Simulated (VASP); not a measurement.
Crystal: Bi.

```xyz
1
Lattice="3.3800 0.0000 0.0000 0.0000 3.3800 0.0000 0.0000 0.0000 3.3800" Properties=species:S:1:pos:R:3 pbc="T T T"
Bi    0.0000    0.0000    0.0000
```

| Property | Result |
| --- | --- |
| Program | VASP 6.6.1 |
| Task | relaxation of cell and atoms |
| Functional | PBEsol |
| Potentials or basis | VASP PAW PBE potentials, release 64 (Bi_d) |
| Cutoff | 500 eV |
| k mesh | 7 × 7 × 7 |
| Occupations | gaussian, width 0.05 eV |
| Spin | no spin polarisation |

At the start: pressure -5.7 GPa; volume 38.61 Å³/atom.

Problem. Where does the relaxation end?

Solution. Over 3 steps the energy falls by 110.1 meV/atom and the volume is 33.29 Å³/atom (-13.8 %); space group Pm-3m (No. 221, to 0.05 Å).

Step by step:
```csv
step,energy change (eV),largest force (eV/Å),pressure (GPa),volume (Å³)
1,0.0000,0.0000,-5.73,38.61
2,-0.0896,0.0000,3.69,31.40
3,-0.1101,0.0000,-0.02,33.29
```

Final structure:
```
Bi
1.0
     3.21692    0.00000    0.00000
     0.00000    3.21692    0.00000
     0.00000    0.00000    3.21692
Bi
1
Direct
  0.00000 0.00000 0.00000
```

Caveat: the PAW data sets were made with another functional, which shifts forces and pressure a little.
